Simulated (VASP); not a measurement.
Runs of VASP 6.6.1 on ReB. The structure is that of space group P4/mmm (No. 123), or close to it. The cells are those of the table. 

```csv
task,potentials or basis,spin,cell,cutoff (eV),second run,gap on the mesh (eV),pressure (GPa),largest force (eV/Å)
single point,"VASP PAW PBE potentials, release 64 (Re, B)","collinear, ferromagnetic start","a = 2.818, b = 2.818, c = 5.921 Å, 4 atoms",520,-,none,(a),0.24
single point,"VASP PAW PBE potentials, release 64 (Re, B)",off,"a = 2.856, b = 2.856, c = 5.735 Å, 4 atoms",520,-,none,65.9,10.94
single point,"VASP PAW PBE potentials, release 64 (Re, B)",off,"a = 2.818, b = 2.818, c = 5.921 Å, 4 atoms",520,-,none,(b),0.24
relaxation of cell and atoms,"VASP PAW PBE potentials, release 64 (Re, B)",off,"relaxed from a = 2.856, b = 2.856, c = 5.735 Å, 4 atoms",600,-,none,0.0,0.03
single point,"VASP PAW PBE potentials, release 64 (Re_sv_GW, B)",off,"a = 2.818, b = 2.818, c = 5.921 Å, 4 atoms",500,valence_matched,none,-1.7,0.05
single point,"VASP PAW PBE potentials, release 64 (Re_sv_GW, B)",off,"a = 2.856, b = 2.856, c = 5.735 Å, 4 atoms",500,valence_matched,none,60.4,10.47
```

Alike in all rows: level PBE; k mesh 6 × 6 × 4; smearing gaussian 0.1 eV.

Q: Fill in the values left out.

A: (a) 0.4; (b) 0.3.

Caveats: all runs use coarse meshes; spin-orbit coupling is left out, which moves the levels of the heavy elements; forces of over 1 eV/Å act on the atoms, so gaps and moduli don't describe the material at rest (some runs).

A k mesh can miss the band edges, and the runs leave out spin-orbit coupling on Re.

A gap of «none» marks levels without a gap at the run's occupations.

The runs don't all hold the same shells in valence.
